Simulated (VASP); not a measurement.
# GeBr: relaxation of cell and atoms with PBE

Crystal: GeBr.

```
CELL_PARAMETERS angstrom
3.69102 0.00000 0.00000
0.00000 3.69102 0.00000
0.00000 0.00000 3.69102
ATOMIC_POSITIONS crystal
Ge 0.50000 0.50000 0.50000
Br 0.00000 0.00000 0.00000
```

The cell was built from a structure type or drawn by symmetry, and may not be a known phase.

```
Program                : VASP 6.6.1
Task                   : relaxation of cell and atoms
Functional             : PBE
Potentials or basis    : VASP PAW PBE potentials, release 64 (Ge_d, Br)
Cutoff                 : 600 eV
k mesh                 : 16 × 16 × 16
Occupations            : gaussian, width 0.1 eV
Spin                   : no spin polarisation
Dipole correction      : no
Further INCAR settings : ALGO = Normal; EDIFF = 1e-06; IBRION = 2; EDIFFG = -0.01; NSW = 100; ISIF = 3
```

| Item | Value |
| --- | --- |
| Relaxed volume | 23.58 Å³/atom |
| Relaxed cell | a = 3.613 Å, b = 3.613 Å, c = 3.613 Å, α = 90.00°, β = 90.00°, γ = 90.00° |
| Space group after relaxing (to 0.1 Å) | Pm-3m (No. 221) |
| Energy gained by relaxing | 10.7 meV/atom |
| Ionic steps | 4 |
| Pressure after relaxing | 0.0 GPa |
| Band gap on the k mesh | zero (an odd number of electrons rules out a gap without spin polarisation) |

The path:
| step | energy change (eV) | largest force (eV/Å) | pressure (GPa) | volume (Å³) |
| --- | --- | --- | --- | --- |
| 1 | 0.0000 | 0.0000 | -2.15 | 50.28 |
| 2 | -0.0205 | 0.0000 | -0.49 | 47.87 |
| 3 | -0.0215 | 0.0000 | -0.09 | 47.28 |
| 4 | -0.0215 | 0.0000 | 0.03 | 47.16 |

Final structure:
```cif
data_structure
_symmetry_space_group_name_H-M 'P 1'
_symmetry_Int_Tables_number 1
_cell_length_a 3.6128
_cell_length_b 3.6128
_cell_length_c 3.6128
_cell_angle_alpha 90.000
_cell_angle_beta 90.000
_cell_angle_gamma 90.000
_cell_volume 47.16
loop_
_atom_site_label
_atom_site_type_symbol
_atom_site_fract_x
_atom_site_fract_y
_atom_site_fract_z
_atom_site_occupancy
Ge1 Ge 0.50000 0.50000 0.50000 1
Br1 Br 0.00000 0.00000 0.00000 1
```

Levels at points of the mesh, in eV from the Fermi level:
| k point | band 8 | band 9 | band 10 | band 11 | band 12 | band 13 |
| --- | --- | --- | --- | --- | --- | --- |
| (0.00, 0.00, 0.00) | -3.95 | -3.95 | -3.95 | 3.52 | 3.52 | 3.52 |
| (0.50, 0.00, 0.00) | -3.13 | -3.13 | -2.65 | -1.53 | 1.64 | 1.64 |
| (0.50, 0.50, 0.00) | -6.48 | -6.48 | -2.77 | 1.98 | 1.98 | 2.80 |
| (0.50, 0.50, 0.50) | -5.08 | -5.08 | -5.08 | -1.93 | -1.93 | -1.93 |

It took 4.2 min on 1 thread of Intel(R) Xeon(R) Platinum 8375C CPU @ 2.90GHz (Ice Lake), on a shared host, peak memory 0.3 GiB.

Caveat: an odd number of electrons without spin polarisation forces a metal; a magnetic or distorted state may lie lower.
